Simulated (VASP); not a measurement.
# MgS in VASP: a series of runs

MgS is run at these levels: PBE, r2SCAN, HSE06; tasks: single point.

All numbers are computed with VASP 6.6.1; they aren't measurements. Logs are shortened: lines on timing, memory, paths and dates and some standing lists are left out, and cuts for length are marked.

## Step 1: The cell of the first run

Symmetry: I-4m2, No. 119, tetragonal system. The conventional cell has a = 4.003 Å, b = 4.003 Å, c = 5.570 Å, α = 90.00°, β = 90.00°, γ = 90.00°. Within 3.2 Å of Mg (site symmetry -4m2) lie 4 S at 2.44 Å. S (site symmetry -4m2) has 4 Mg at 2.44 Å within 3.2 Å.

## Step 2: Single point, PBE (uniaxial z strain -1.6%)

INCAR reads:

```
SYSTEM = MgS
  ALGO = Normal
  EDIFF = 1E-7
  ENCUT = 520
  GGA = PE
  ISIF = 2
  ISMEAR = -1
  LASPH = .True.
  LCHARG = .False.
  LREAL = .False.
  LWAVE = .False.
  NBANDS = 11
  NELM = 80
  PREC = Accurate
  SIGMA = 0.02
```

KPOINTS reads:

```
k-points
0
Gamma
  8 8 8
  0 0 0
```

POSCAR reads:

```
MgS
1.0
    0.0000000000      2.8308768389      2.7850166341
    2.8308768389      0.0000000000      2.7850166341
    2.8308768389      2.8308768389      0.0000000000
Mg S
1 1
Direct
    0.0000000000      0.0000000000      0.0000000000
    0.2500000000      0.2500000000      0.2500000000
```

Potentials or basis: VASP PAW PBE potentials, release 64 (Mg, S).

Started as:

```console
cat potpaw_PBE.64/Mg/POTCAR potpaw_PBE.64/S/POTCAR > POTCAR
mpirun -np 1 vasp_std > vasp.out
```

OUTCAR:

```text
SYSTEM = MgS
   EDIFF = 1E-7
   ENCUT = 520
   GGA = PE
   ISIF = 2
   ISMEAR = -1
   LASPH = .True.
   LREAL = .False.
   NELM = 80
   PREC = Accurate

 ion  position               nearest neighbor table
   1  0.000  0.000  0.000-   2 2.44   2 2.44   2 2.44   2 2.44
   2  0.250  0.250  0.250-   1 2.44   1 2.44   1 2.44   1 2.44

  LATTYP: Found a body centered tetragonal cell.
 ALAT       =     4.0034644190
 C/A-ratio  =     1.3913033027

  Lattice vectors:

 A1 = (   0.0000000000,  -2.8308768389,  -2.7850166341)
 A2 = (   0.0000000000,   2.8308768389,  -2.7850166341)
 A3 = (   2.8308768389,   0.0000000000,   2.7850166341)

Analysis of symmetry for initial positions (statically):
=====================================================================
 Subroutine PRICEL returns:
 Original cell was already a primitive cell.

 Routine SETGRP: Setting up the symmetry group for a
 body centered tetragonal supercell.

 Subroutine GETGRP returns: Found  8 space group operations
 (whereof  8 operations were pure point group operations)
 out of a pool of 16 trial point group operations.

The static configuration has the point symmetry D_2d.

Analysis of symmetry for dynamics (positions and initial velocities):
=====================================================================
 Subroutine PRICEL returns:
 Original cell was already a primitive cell.

 Routine SETGRP: Setting up the symmetry group for a
 body centered tetragonal supercell.

 Subroutine GETGRP returns: Found  8 space group operations
 (whereof  8 operations were pure point group operations)
 out of a pool of 16 trial point group operations.

The dynamic configuration has the point symmetry D_2d.

 Subroutine INISYM returns: Found  8 space group operations
 (whereof  8 operations are pure point group operations),
 and found     1 'primitive' translations

----------------------------------------------------------------------------------------

                                     Primitive cell

  volume of cell :      44.6375

  direct lattice vectors                    reciprocal lattice vectors
     0.000000000  2.830876839  2.785016634    -0.176623721  0.176623721  0.179532141
     2.830876839  0.000000000  2.785016634     0.176623721 -0.176623721  0.179532141
     2.830876839  2.830876839  0.000000000     0.176623721  0.176623721 -0.179532141

  length of vectors
     3.971168761  3.971168761  4.003464419     0.307609602  0.307609602  0.307609602

  position of ions in fractional coordinates (direct lattice)
     0.000000000  0.000000000  0.000000000
     0.250000000  0.250000000  0.250000000

  ion indices of the primitive-cell ions
   primitive index   ion index
                 1           1
                 2           2
[... 79 lines left out ...]
   ISYM   =      2    0-nonsym 1-usesym 2-fastsym
   POTIM  = 0.5000    time-step for ionic-motion
   TEBEG  =    0.0;   TEEND  =   0.0 temperature during run
   PSTRESS=    0.0 pullay stress
   NELECT =       8.0000    total number of electrons
   NUPDOWN=      -1.0000    fix difference up-down
   EMIN   =  10.00;   EMAX   =-10.00  energy-range for DOS
   EFERMI =   0.00;   METHOD = LEGACY
   ISMEAR =    -1;   SIGMA  =   0.02  broadening in eV -4-tet -1-fermi 0-gaus
   EFERMI_NEDOS =   21; number of points for ismear=-14 and -15
   IALGO  =     38    algorithm
   IMIX   =      4    mixing-type and parameters
     AMIX     =   0.40;   BMIX     =  1.00
     AMIX_MAG =   1.60;   BMIX_MAG =  1.00
  volume/ion in A,a.u.               =      22.32       150.61
  Fermi-wavevector in a.u.,A,eV,Ry     =   0.923007  1.744230 11.591369  0.851942
  Thomas-Fermi vector in A             =   2.048596
   LORBIT       =      0    0 simple, 1 ext, 2 COOP (PROOUT), +10 PAW based schemes
   GGA     = PE    functional components
[... 5 lines left out ...]
 non-spin polarized calculation
  energy-cutoff  :      520.00
  volume of cell :       44.64
 maximum number of plane-waves:      1235
 NGX is ok and might be reduce to    30
   NGX = 15   NGY = 15   NGZ = 15

 number of electron       8.0000001 magnetization

 Free energy of the ion-electron system (eV)
  ---------------------------------------------------
  ext. energy  EPLUGINS =         0.00000000
  ---------------------------------------------------
  free energy    TOTEN  =        -8.46352108 eV

  energy without entropy =       -8.46352108  energy(sigma->0) =       -8.46352108

 E-fermi :   1.5790     XC(G=0):  -8.4533

 val. band max:        1.1939726915   @ k =   0.0000   0.0000   0.0000
 cond. band min:       4.7053330767   @ k =   0.0000   0.0000   0.0000
 fundamental gap:      3.5113603852
 Fermi energy:         1.5790374081

 k-point     1 :       0.0000    0.0000    0.0000
  band No.  band energies     occupation
      1     -10.1555      2.00000
      2       1.1526      2.00000
      3       1.1526      2.00000
      4       1.1940      2.00000
      5       4.7053      0.00000
      6       9.1542      0.00000
      7       9.1542      0.00000
      8       9.1699      0.00000
      9      11.8948      0.00000
     10      12.1635      0.00000
     11      15.0309      0.00000
[... 309 lines left out ...]
 k-point    24 :       0.3750    0.0000    0.1250
  band No.  band energies     occupation
      1      -9.5956      2.00000
      2      -1.3376      2.00000
      3       0.6262      2.00000
      4       0.7312      2.00000
      5       6.7653      0.00000
      6       8.3326      0.00000
      7       9.2501      0.00000
      8       9.6780      0.00000
      9      11.9987      0.00000
     10      13.5063      0.00000
     11      14.3009      0.00000

 [... further k-points ...]

------------------------ aborting loop because EDIFF is reached ----------------------------------------

  FORCE on cell =-STRESS in cart. coord.  units (eV):
  Direction    XX          YY          ZZ          XY          YZ          ZX
  --------------------------------------------------------------------------------------
  -------------------------------------------------------------------------------------
  Total        0.5099210      0.5099210      0.5933763      0.0000000      0.0000000      0.0000000
  in kB       18.3026416     18.3026416     21.2981095      0.0000000      0.0000000      0.0000000
  external PRESSURE =      19.3011309 kB  Pullay stress =       0.0000000 kB

 VOLUME and BASIS-vectors are now :
 -----------------------------------------------------------------------------
  energy-cutoff  :      520.00
  volume of cell :       44.64
      direct lattice vectors                 reciprocal lattice vectors
     0.000000000  2.830876839  2.785016634    -0.176623721  0.176623721  0.179532141
     2.830876839  0.000000000  2.785016634     0.176623721 -0.176623721  0.179532141
     2.830876839  2.830876839  0.000000000     0.176623721  0.176623721 -0.179532141

 POSITION                                       TOTAL-FORCE (eV/Angst)
 -----------------------------------------------------------------------------------
      0.00000      0.00000      0.00000        -0.000000     -0.000000     -0.000000
      1.41544      1.41544      1.39251         0.000000      0.000000      0.000000
 -----------------------------------------------------------------------------------
    total drift:                                0.000000      0.000000     -0.000000

  FREE ENERGIE OF THE ION-ELECTRON SYSTEM (eV)
  ---------------------------------------------------
  free  energy   TOTEN  =        -8.4635210767 eV

  energy  without entropy=       -8.4635210767  energy(sigma->0) =       -8.46352108
```

OSZICAR:

```text
N       E                     dE             d eps       ncg     rms          rms(c)
DAV:   1     0.235915845669E+02    0.23592E+02   -0.33778E+03  1338   0.573E+02
DAV:   2    -0.710433085886E+01   -0.30696E+02   -0.29388E+02  1543   0.989E+01
DAV:   3    -0.896285101302E+01   -0.18585E+01   -0.18551E+01  1629   0.260E+01
DAV:   4    -0.897812985001E+01   -0.15279E-01   -0.15277E-01  1604   0.278E+00
DAV:   5    -0.897830550754E+01   -0.17566E-03   -0.17566E-03  1615   0.294E-01    0.408E+00
DAV:   6    -0.849185900431E+01    0.48645E+00   -0.12042E+00  1453   0.410E+00    0.315E+00
DAV:   7    -0.845664395746E+01    0.35215E-01   -0.27164E-01  1541   0.213E+00    0.246E+00
DAV:   8    -0.846416270275E+01   -0.75187E-02   -0.22968E-02  1445   0.916E-01    0.138E+00
DAV:   9    -0.846331382006E+01    0.84888E-03   -0.23758E-03  1463   0.243E-01    0.433E-01
DAV:  10    -0.846351486991E+01   -0.20105E-03   -0.63841E-04  1469   0.119E-01    0.897E-02
DAV:  11    -0.846351968559E+01   -0.48157E-05   -0.54181E-05  1576   0.301E-02    0.524E-02
DAV:  12    -0.846352108462E+01   -0.13990E-05   -0.64536E-06  1508   0.127E-02    0.629E-03
DAV:  13    -0.846352107670E+01    0.79159E-08   -0.27434E-07  1613   0.268E-03
   1 F= -.84635211E+01 E0= -.84635211E+01  d E =-.143673E-10
```

Run time: 38 s. Hardware: 1 thread of Intel Xeon 8259CL, shared host; peak memory 0.18 GiB.

What came out:

| Property | Result |
| --- | --- |
| Free energy | -8.4635 eV |
| Pressure | 1.9 GPa |
| Band gap on the k mesh | 3.51 eV |

Caveat: the cell differs from its parent crystal (uniaxial z strain -1.6%). A k mesh can miss the band edges.

## Step 3: Single point, PBE (uniaxial x strain +4.8%)

INCAR reads:

```
SYSTEM = MgS
PREC     = Accurate       ! precision mode
ENCUT    = 520            ! plane-wave cutoff, eV
EDIFF    = 1E-6           ! SCF threshold, eV
ISMEAR   = -1             ! smearing method
SIGMA    = 0.02           ! smearing width, eV
LREAL    = .False.        ! projectors in reciprocal space
LASPH    = .True.         ! aspherical terms in the spheres
NELM     = 60             ! most SCF steps
ALGO     = Normal         ! electronic algorithm
ISIF     = 2              ! what is computed and relaxed
LWAVE    = .False.        ! write WAVECAR
LCHARG   = .False.        ! write CHGCAR
GGA      = PE             ! functional
NBANDS   = 11             ! bands
```

KPOINTS reads:

```
regular mesh
0
Gamma
  8 8 8
  0 0 0
```

POSCAR reads:

```
MgS
1.0
    0.0000000000      2.8308768389      2.8308768389
    2.9656265765      0.0000000000      2.8308768389
    2.9656265765      2.8308768389      0.0000000000
Mg S
1 1
Direct
    0.0000000000      0.0000000000      0.0000000000
    0.2500000000      0.2500000000      0.2500000000
```

Potentials or basis: VASP PAW PBE potentials, release 64 (Mg, S).

Started as:

```console
cat potpaw_PBE.64/Mg/POTCAR potpaw_PBE.64/S/POTCAR > POTCAR
mpirun -np 1 vasp_std > vasp.out
```

Wall time 41 s (1 thread of Intel Xeon 8259CL, shared host); peak memory 0.18 GiB.

The run converged. Its results:

```
Free energy            : -8.4604 eV
Pressure               : -1.6 GPa
Band gap on the k mesh : 3.18 eV
```

Stress tensor (GPa, compression positive):
```
-2.48  0.00  0.00
 0.00 -1.23  0.00
 0.00  0.00 -1.23
```

Levels at points of the mesh, in eV from the valence-band top:
| k point | band 1 | band 2 | band 3 | band 4 | band 5 | band 6 | band 7 | band 8 |
| --- | --- | --- | --- | --- | --- | --- | --- | --- |
| (0.00, 0.00, 0.00) | -11.16 | -0.13 | 0.00 | 0.00 | 3.18 | 7.77 | 7.80 | 7.80 |
| (0.50, 0.00, 0.00) | -10.55 | -3.02 | -0.47 | -0.24 | 4.87 | 7.35 | 7.74 | 8.34 |
| (0.50, 0.50, 0.00) | -10.33 | -2.66 | -1.10 | -1.08 | 3.84 | 5.42 | 10.82 | 11.38 |
| (0.00, 0.50, 0.50) | -10.40 | -2.87 | -0.88 | -0.88 | 3.95 | 5.76 | 10.32 | 11.99 |

Caveat: the cell differs from its parent crystal (uniaxial x strain +4.8%).

## Step 4: Single point, r2SCAN (uniaxial z strain -1.6%)

POSCAR reads:

```
MgS
1.0
    0.0000000000      2.8308768389      2.7850166341
    2.8308768389      0.0000000000      2.7850166341
    2.8308768389      2.8308768389      0.0000000000
Mg S
1 1
Direct
    0.0000000000      0.0000000000      0.0000000000
    0.2500000000      0.2500000000      0.2500000000
```

INCAR.step1 reads:

```
ALGO = Normal
EDIFF = 1E-4
ENCUT = 520
GGA = PE
ISMEAR = 0
LASPH = T
LCHARG = F
LREAL = F
LWAVE = T
NBANDS = 11
NELM = 100
PREC = Accurate
SIGMA = 0.01
```

INCAR.step2 reads:

```
ALGO = Normal
EDIFF = 1E-6
ENCUT = 520
ISIF = 2
ISMEAR = 0
ISTART = 1
LASPH = T
LCHARG = T
LELF = T
LMIXTAU = T
LREAL = F
LVHAR = T
LWAVE = F
METAGGA = R2SCAN
NBANDS = 11
NELM = 100
PREC = Accurate
SIGMA = 0.01
```

KPOINTS reads:

```
k-points
0
Gamma
  8 8 8
```

Started as:

```console
cat potpaw_PBE.64/Mg/POTCAR potpaw_PBE.64/S/POTCAR > POTCAR
cp INCAR.step1 INCAR
mpirun -np 1 vasp_std > vasp.out
cp INCAR.step2 INCAR
mpirun -np 1 vasp_std > vasp.out
```

It took 3.9 min on 1 thread of Intel Xeon 8259CL, shared host; peak memory 0.19 GiB.

The run converged. Its results:

* Free energy: -15.4490 eV
* Pressure: 0.7 GPa
* Band gap on the k mesh: 4.19 eV

Stress tensor (GPa, compression positive):
```
0.61 0.00 0.00
0.00 0.61 0.00
0.00 0.00 0.96
```

Levels at points of the mesh, in eV from the valence-band top:
| k point | band 2 | band 3 | band 4 | band 5 | band 6 | band 7 |
| --- | --- | --- | --- | --- | --- | --- |
| (0.00, 0.00, 0.00) | -0.04 | -0.04 | 0.00 | 4.19 | 8.60 | 8.60 |
| (0.50, 0.00, 0.00) | -3.23 | -0.41 | -0.32 | 5.82 | 8.13 | 8.29 |
| (0.50, 0.50, 0.00) | -2.84 | -1.15 | -1.15 | 4.25 | 6.17 | 12.41 |
| (0.50, 0.00, 0.50) | -2.92 | -1.08 | -1.07 | 4.29 | 6.29 | 12.20 |

Caveat: the cell differs from its parent crystal (uniaxial z strain -1.6%); the PAW data sets were made with another functional, which shifts forces and pressure a little.

## Step 5: Single point, HSE06 (uniaxial z strain -1.6%)

POSCAR is that of step 4.

INCAR.step1 reads:

```
  PREC = Accurate
  ENCUT = 520
  EDIFF = 1E-5
  ISMEAR = 0
  SIGMA = 0.01
  LREAL = F
  LASPH = T
  NELM = 60
  ALGO = Normal
  ISIF = 2
  LWAVE = T
  NBANDS = 11
  GGA = PE
```

INCAR.step2 reads:

```
  PREC = Accurate
  ENCUT = 520
  EDIFF = 1E-6
  ISMEAR = 0
  SIGMA = 0.01
  LREAL = F
  LASPH = T
  NELM = 60
  ALGO = Normal
  ISIF = 2
  LWAVE = F
  LCHARG = T
  GGA = PE
  LHFCALC = T
  HFSCREEN = 0.2079
  PRECFOCK = Normal
  LELF = T
  LVHAR = T
  NBANDS = 11
  ISTART = 1
```

KPOINTS reads:

```
regular mesh
0
Gamma
  6 6 6
```

Started as:

```console
cat potpaw_PBE.64/Mg/POTCAR potpaw_PBE.64/S/POTCAR > POTCAR
cp INCAR.step1 INCAR
mpirun -np 1 vasp_std > vasp.out
cp INCAR.step2 INCAR
mpirun -np 1 vasp_std > vasp.out
```

Wall time 36 min (1 thread of Intel Xeon 8259CL, shared host); peak memory 0.3 GiB.

The run converged. Its results:

| Property | Result |
| --- | --- |
| Free energy | -9.8434 eV |
| Pressure | 0.9 GPa |
| Band gap on the k mesh | 4.57 eV |

Stress tensor (GPa, compression positive):
```
0.75 0.00 0.00
0.00 0.75 0.00
0.00 0.00 1.09
```

Levels at points of the mesh, in eV from the valence-band top:
```tsv
k point	band 1	band 2	band 3	band 4	band 5	band 6	band 7	band 8
(0.00, 0.00, 0.00)	-12.51	-0.04	-0.04	0.00	4.57	9.20	9.20	9.22
(0.50, 0.00, 0.00)	-11.73	-3.48	-0.44	-0.35	6.26	8.74	8.92	9.90
(0.50, 0.50, 0.00)	-11.46	-3.08	-1.23	-1.23	4.79	6.66	12.91	13.82
(0.50, 0.00, 0.50)	-11.49	-3.16	-1.16	-1.14	4.83	6.79	12.71	13.72
```

Caveat: the cell differs from its parent crystal (uniaxial z strain -1.6%); the PAW data sets were made with another functional, which shifts forces and pressure a little. A k mesh can miss the band edges.

(Continued in part 2 of 2.)
